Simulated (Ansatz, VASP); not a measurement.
**Si2W in VASP and in Ansatz**

Contents of INCAR:

```
ALGO = Normal
EDIFF = 1E-6
ENCUT = 520
GGA = PE
ISIF = 2
ISMEAR = 0
LASPH = T
LCHARG = F
LREAL = F
LWAVE = F
NBANDS = 31
NELM = 60
PREC = Accurate
SIGMA = 0.15
```

Contents of KPOINTS:

```
k-points
0
Gamma
  10 10 4
```

POSCAR

```
Si2W
1.0
    0.0000000000     -3.2289953160      0.0000000000
   -3.2289953160      0.0000000000      0.0000000000
    0.0000000000      0.0000000000     -7.8668278241
Si W
4 2
Direct
    0.0000000000      0.0000000000      0.6654255943
    0.5000000000      0.5000000000      0.1654255943
    0.0000000000      0.0000000000      0.3345744057
    0.5000000000      0.5000000000      0.8345744057
    0.5000000000      0.5000000000      0.5000000000
    0.0000000000      1.0000000000      1.0000000000
```

Input for Ansatz:

```yaml
crystal:
  lattice:
    - [0.0, -3.228995316, 0.0]
    - [-3.228995316, 0.0, 0.0]
    - [0.0, 0.0, -7.8668278241]
  atoms:
    - { symbol: Si, position: [0.0, 0.0, 0.6654255943] }
    - { symbol: Si, position: [0.5, 0.5, 0.1654255943] }
    - { symbol: Si, position: [0.0, 0.0, 0.3345744057] }
    - { symbol: Si, position: [0.5, 0.5, 0.8345744057] }
    - { symbol: W, position: [0.5, 0.5, 0.5] }
    - { symbol: W, position: [0.0, 1.0, 1.0] }
basis:
  ecutwfc: 420
kpoints:
  mp_grid: { grid: [10, 10, 4] }
hamiltonian:
  xc: pbe
scf:
  occupations: { method: gaussian, width: 0.15 }
output:
  forces: true
  stress: true
  eigenvalues: true
```

Alike in both runs: task single point; functional PBE; k mesh 10 × 10 × 4; occupations gaussian, width 0.15 eV; no spin polarisation.

```csv
,VASP,Ansatz
version,VASP 6.6.1,Ansatz 0.2.0
potentials or method,"VASP PAW PBE potentials, release 64 (Si, W_sv), cutoff 520 eV","scalar-relativistic, plane waves, PAW"
valence electrons in the cell,44,44
```

VASP gave:

| Property | Result |
| --- | --- |
| gap on the k mesh at the Fermi level (eV) | none |
| pressure (GPa) | 0.1 |
| rms of the force components (eV/Å) | 0.005 |

Question: Which values does Ansatz return?

Answer: gap on the k mesh at the Fermi level (eV): none; pressure (GPa): 0.0; rms of the force components (eV/Å): 0.003.

Atom by atom the forces differ by 0.001 eV/Å (rms over components). A gap of «none» marks a metal or a gap that the smearing closes.

Spin-orbit coupling is off throughout.
